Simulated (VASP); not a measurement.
# BN (F-43m) in VASP: a series of runs

Runs on BN. Level: r2SCAN. Tasks: single point.

Program: VASP 6.6.1. These are calculated values, not measurements. Logs are shortened: lines on timing, memory, paths and dates and some standing lists are left out, and cuts for length are marked.

**1. The cell of the first run**

Symmetry: F-43m, No. 216, cubic system. The conventional cell has a = 3.645 Å, b = 3.645 Å, c = 3.645 Å, α = 90.00°, β = 90.00°, γ = 90.00°. B (site symmetry -43m) has 4 N at 1.58 Å within 2.1 Å. Within 2.1 Å of N (site symmetry -43m) lie 4 B at 1.58 Å.

**2. Single point, r2SCAN (volume changed by +3%)**

POSCAR reads:

```
BN
1.0
    0.0000000000      1.8226961869      1.8226961869
    1.8226961869      0.0000000000      1.8226961869
    1.8226961869      1.8226961869      0.0000000000
B N
1 1
Direct
    0.0000000000      0.0000000000      0.0000000000
    0.2500000000      0.2500000000      0.2500000000
```

INCAR.step1 reads:

```
  PREC = Accurate
  ENCUT = 520
  ISMEAR = 0
  SIGMA = 0.01
  LREAL = F
  LASPH = T
  NELM = 80
  NBANDS = 11
  GGA = PE
  ALGO = Normal
  EDIFF = 1E-4
  LWAVE = T
  LCHARG = F
```

INCAR.step2 reads:

```
  PREC = Accurate
  ENCUT = 520
  EDIFF = 1E-7
  ISMEAR = 0
  SIGMA = 0.01
  LREAL = F
  LASPH = T
  NELM = 80
  ALGO = Normal
  ISIF = 2
  LWAVE = F
  LCHARG = T
  METAGGA = R2SCAN
  LMIXTAU = T
  LELF = T
  LVHAR = T
  NBANDS = 11
  ISTART = 1
```

KPOINTS reads:

```
regular mesh
0
Gamma
  10 10 10
```

Potentials or basis: VASP PAW PBE potentials, release 64 (B, N).

The run is started by

```
cat potpaw_PBE.64/B/POTCAR potpaw_PBE.64/N/POTCAR > POTCAR
cp INCAR.step1 INCAR
mpirun -np 1 vasp_std > vasp.out
cp INCAR.step2 INCAR
mpirun -np 1 vasp_std > vasp.out
```

OUTCAR:

```text
PREC = Accurate
   ENCUT = 520
   EDIFF = 1E-7
   ISMEAR = 0
   LREAL = F
   LASPH = T
   NELM = 80
   ISIF = 2
   METAGGA = R2SCAN
   ISTART = 1

 ion  position               nearest neighbor table
   1  0.000  0.000  0.000-   2 1.58   2 1.58   2 1.58   2 1.58
   2  0.250  0.250  0.250-   1 1.58   1 1.58   1 1.58   1 1.58

  LATTYP: Found a face centered cubic cell.
 ALAT       =     3.6453923738

  Lattice vectors:

 A1 = (   0.0000000000,   1.8226961869,   1.8226961869)
 A2 = (   1.8226961869,   0.0000000000,   1.8226961869)
 A3 = (   1.8226961869,   1.8226961869,   0.0000000000)

Analysis of symmetry for initial positions (statically):
=====================================================================
 Subroutine PRICEL returns:
 Original cell was already a primitive cell.

 Routine SETGRP: Setting up the symmetry group for a
 face centered cubic supercell.

 Subroutine GETGRP returns: Found 24 space group operations
 (whereof 24 operations were pure point group operations)
 out of a pool of 48 trial point group operations.

The static configuration has the point symmetry T_d .

Analysis of symmetry for dynamics (positions and initial velocities):
=====================================================================
 Subroutine PRICEL returns:
 Original cell was already a primitive cell.

 Routine SETGRP: Setting up the symmetry group for a
 face centered cubic supercell.

 Subroutine GETGRP returns: Found 24 space group operations
 (whereof 24 operations were pure point group operations)
 out of a pool of 48 trial point group operations.

The dynamic configuration has the point symmetry T_d .

 Subroutine INISYM returns: Found 24 space group operations
 (whereof 24 operations are pure point group operations),
 and found     1 'primitive' translations

----------------------------------------------------------------------------------------

                                     Primitive cell

  volume of cell :      12.1108

  direct lattice vectors                    reciprocal lattice vectors
     0.000000000  1.822696187  1.822696187    -0.274318893  0.274318893  0.274318893
     1.822696187  0.000000000  1.822696187     0.274318893 -0.274318893  0.274318893
     1.822696187  1.822696187  0.000000000     0.274318893  0.274318893 -0.274318893

  length of vectors
     2.577681668  2.577681668  2.577681668     0.475134260  0.475134260  0.475134260

[... 81 lines left out ...]
   LREAL  =      F    real-space projection
   EDIFFG = 0.1E-05   stopping-criterion for IOM
   NSW    =      0    number of steps for IOM
   IBRION =     -1    ionic relax: 0-MD 1-quasi-New 2-CG
   NFREE  =      0    steps in history (QN), initial steepest desc. (CG)
   ISIF   =      2    stress and relaxation
   ISYM   =      2    0-nonsym 1-usesym 2-fastsym
   POTIM  = 0.5000    time-step for ionic-motion
   TEBEG  =    0.0;   TEEND  =   0.0 temperature during run
   PSTRESS=    0.0 pullay stress
   NELECT =       8.0000    total number of electrons
   NUPDOWN=      -1.0000    fix difference up-down
   EMIN   =  10.00;   EMAX   =-10.00  energy-range for DOS
   EFERMI =   0.00;   METHOD = LEGACY
   ISMEAR =     0;   SIGMA  =   0.01  broadening in eV -4-tet -1-fermi 0-gaus
   EFERMI_NEDOS =   21; number of points for ismear=-14 and -15
   IALGO  =     38    algorithm
   IMIX   =      4    mixing-type and parameters
     AMIX     =   0.40;   BMIX     =  1.00
     AMIX_MAG =   1.60;   BMIX_MAG =  1.00
  volume/ion in A,a.u.               =       6.06        40.86
  Fermi-wavevector in a.u.,A,eV,Ry     =   1.425763  2.694301 27.657908  2.032799
  Thomas-Fermi vector in A             =   2.546112
   LORBIT       =      0    0 simple, 1 ext, 2 COOP (PROOUT), +10 PAW based schemes
   METAGGA = R2SCAN    functional components
   LHFCALC =     F    Hartree Fock is set to
   AEXX    =    0.0000 exact exchange contribution
   IVDW    =     0    specifies the selected vdW correction
   LEPSILON=     F    determine dielectric tensor
   LRPA    =     F    only Hartree local field effects (RPA)
 non-spin polarized calculation
 Gauss-broadening in eV      SIGMA  =   0.01
  energy-cutoff  :      520.00
  volume of cell :       12.11
 maximum number of plane-waves:       332
   NGX =  9   NGY =  9   NGZ =  9

 number of electron       8.0000000 magnetization

 Free energy of the ion-electron system (eV)
  ---------------------------------------------------
  ext. energy  EPLUGINS =         0.00000000
  ---------------------------------------------------
  free energy    TOTEN  =       -19.16241246 eV

  energy without entropy =      -19.16241246  energy(sigma->0) =      -19.16241246

 E-fermi :   7.0866     XC(G=0): -13.5136

 val. band max:        6.9367571345   @ k =   0.0000   0.0000   0.0000
 cond. band min:      11.8813367982   @ k =   0.5000   0.5000   0.0000
 fundamental gap:      4.9445796637
 Fermi energy:         7.0866167890

 k-point     1 :       0.0000    0.0000    0.0000
  band No.  band energies     occupation
      1     -14.0659      2.00000
      2       6.9368      2.00000
      3       6.9368      2.00000
      4       6.9368      2.00000
      5      16.3398      0.00000
      6      16.3398      0.00000
      7      16.3398      0.00000
      8      17.5700      0.00000
      9      32.5764      0.00000
     10      35.3718      0.00000
     11      35.3718      0.00000
[... 309 lines left out ...]
 k-point    24 :       0.4000    0.3000    0.0000
  band No.  band energies     occupation
      1     -10.2719      2.00000
      2      -0.0829      2.00000
      3       2.3641      2.00000
      4       2.8129      2.00000
      5      13.5393      0.00000
      6      18.0599      0.00000
      7      23.1878      0.00000
      8      23.3309      0.00000
      9      27.5407      0.00000
     10      35.0651      0.00000
     11      39.6926      0.00000

 [... further k-points ...]
[... 5 lines left out ...]
  --------------------------------------------------------------------------------------
  -------------------------------------------------------------------------------------
  Total       -0.7519309     -0.7519309     -0.7519309     -0.0000000      0.0000000     -0.0000000
  in kB      -99.4753963    -99.4753963    -99.4753963     -0.0000000      0.0000000     -0.0000000
  external PRESSURE =     -99.4753963 kB  Pullay stress =       0.0000000 kB

 VOLUME and BASIS-vectors are now :
 -----------------------------------------------------------------------------
  energy-cutoff  :      520.00
  volume of cell :       12.11
      direct lattice vectors                 reciprocal lattice vectors
     0.000000000  1.822696187  1.822696187    -0.274318893  0.274318893  0.274318893
     1.822696187  0.000000000  1.822696187     0.274318893 -0.274318893  0.274318893
     1.822696187  1.822696187  0.000000000     0.274318893  0.274318893 -0.274318893

 POSITION                                       TOTAL-FORCE (eV/Angst)
 -----------------------------------------------------------------------------------
      0.00000      0.00000      0.00000         0.000000      0.000000      0.000000
      0.91135      0.91135      0.91135        -0.000000     -0.000000     -0.000000
 -----------------------------------------------------------------------------------
    total drift:                                0.000000      0.000000      0.000000

  FREE ENERGIE OF THE ION-ELECTRON SYSTEM (eV)
  ---------------------------------------------------
  free  energy   TOTEN  =       -19.1624124645 eV

  energy  without entropy=      -19.1624124645  energy(sigma->0) =      -19.16241246
```

Run time: 20 s. Hardware: 1 thread of Intel Xeon Platinum 8488C (Sapphire Rapids), shared host; peak memory 0.12 GiB.

What came out:

```
Free energy            : -19.1624 eV
Pressure               : -9.9 GPa
Band gap on the k mesh : 4.94 eV, indirect (least direct gap 9.40 eV)
```

Levels at points of the mesh, in eV from the valence-band top:
| k point | band 1 | band 2 | band 3 | band 4 | band 5 | band 6 | band 7 | band 8 | band 9 |
| --- | --- | --- | --- | --- | --- | --- | --- | --- | --- |
| (0.00, 0.00, 0.00) | -21.00 | 0.00 | 0.00 | 0.00 | 9.40 | 9.40 | 9.40 | 10.63 | 25.64 |
| (0.50, 0.00, 0.00) | -16.83 | -10.85 | -1.97 | -1.97 | 10.45 | 11.33 | 11.33 | 16.13 | 24.50 |
| (0.50, 0.50, 0.00) | -15.44 | -9.15 | -4.97 | -4.97 | 4.94 | 9.67 | 18.86 | 18.86 | 21.75 |

Caveat: the PAW data sets were made with another functional, which shifts forces and pressure a little.

**3. Single point, r2SCAN (volume changed by +6%)**

POSCAR reads:

```
BN
1.0
    0.0000000000      1.8402231870      1.8402231870
    1.8402231870      0.0000000000      1.8402231870
    1.8402231870      1.8402231870      0.0000000000
B N
1 1
Direct
    0.0000000000      0.0000000000      0.0000000000
    0.2500000000      0.2500000000      0.2500000000
```

INCAR.step1 reads:

```
SYSTEM = BN
ALGO = Normal
EDIFF = 1E-4
ENCUT = 520
GGA = PE
ISMEAR = 0
LASPH = .True.
LCHARG = .False.
LREAL = .False.
LWAVE = .True.
NBANDS = 11
NELM = 60
PREC = Accurate
SIGMA = 0.01
```

INCAR.step2 reads:

```
SYSTEM = BN
ALGO = Normal
EDIFF = 1E-6
ENCUT = 520
ISIF = 2
ISMEAR = 0
ISTART = 1
LASPH = .True.
LCHARG = .True.
LELF = .True.
LMIXTAU = .True.
LREAL = .False.
LVHAR = .True.
LWAVE = .False.
METAGGA = R2SCAN
NBANDS = 11
NELM = 60
PREC = Accurate
SIGMA = 0.01
```

KPOINTS reads:

```
k-points
0
Gamma
  10 10 10
  0 0 0
```

Potentials or basis: VASP PAW PBE potentials, release 64 (B, N).

The run is started by

```
cat potpaw_PBE.64/B/POTCAR potpaw_PBE.64/N/POTCAR > POTCAR
cp INCAR.step1 INCAR
mpirun -np 1 vasp_std > vasp.out
cp INCAR.step2 INCAR
mpirun -np 1 vasp_std > vasp.out
```

It took 20 s on 1 thread of Intel Xeon Platinum 8488C (Sapphire Rapids), shared host; peak memory 0.12 GiB.

The run converged. Its results:

```yaml
Free_energy: -19.1305 eV
Pressure: -19.6 GPa
Band_gap_on_the_k_mesh: 4.91 eV, indirect (least direct gap 9.26 eV)
```

Levels at points of the mesh, in eV from the valence-band top:
| k point | band 1 | band 2 | band 3 | band 4 | band 5 | band 6 | band 7 | band 8 |
| --- | --- | --- | --- | --- | --- | --- | --- | --- |
| (0.00, 0.00, 0.00) | -20.68 | 0.00 | 0.00 | 0.00 | 9.26 | 9.26 | 9.26 | 10.15 |
| (0.50, 0.00, 0.00) | -16.64 | -10.59 | -1.91 | -1.91 | 10.07 | 11.16 | 11.16 | 15.82 |
| (0.50, 0.50, 0.00) | -15.30 | -8.97 | -4.83 | -4.83 | 4.91 | 9.49 | 18.41 | 18.41 |

Caveat: the PAW data sets were made with another functional, which shifts forces and pressure a little.
